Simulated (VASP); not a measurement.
RbCl:

```
CELL_PARAMETERS angstrom
0.00000 3.30582 3.30582
3.30582 0.00000 3.30582
3.30582 3.30582 0.00000
ATOMIC_POSITIONS crystal
Rb 0.00000 0.00000 0.00000
Cl 0.50000 0.50000 0.50000
```

Program: VASP 6.6.1. Alike in all runs: task single point; potentials or basis VASP PAW PBE potentials, release 64 (Rb_sv, Cl); no spin polarisation; cell as given; k mesh 4 × 4 × 4; smearing gaussian 0.01 eV. Hardware: 1 thread of Intel(R) Xeon(R) Platinum 8259CL CPU @ 2.50GHz (Skylake/Cascade Lake), on a shared host.

Q: Order these runs on this cell by their wall time, lowest first.
A. level PBE; cutoff (eV) 500
B. level r2SCAN; cutoff (eV) 550
C. level PBE0; cutoff (eV) 400; grid for exact exchange (PRECFOCK) Normal

A: A (9.5 s), B (40 s), C (210 s).
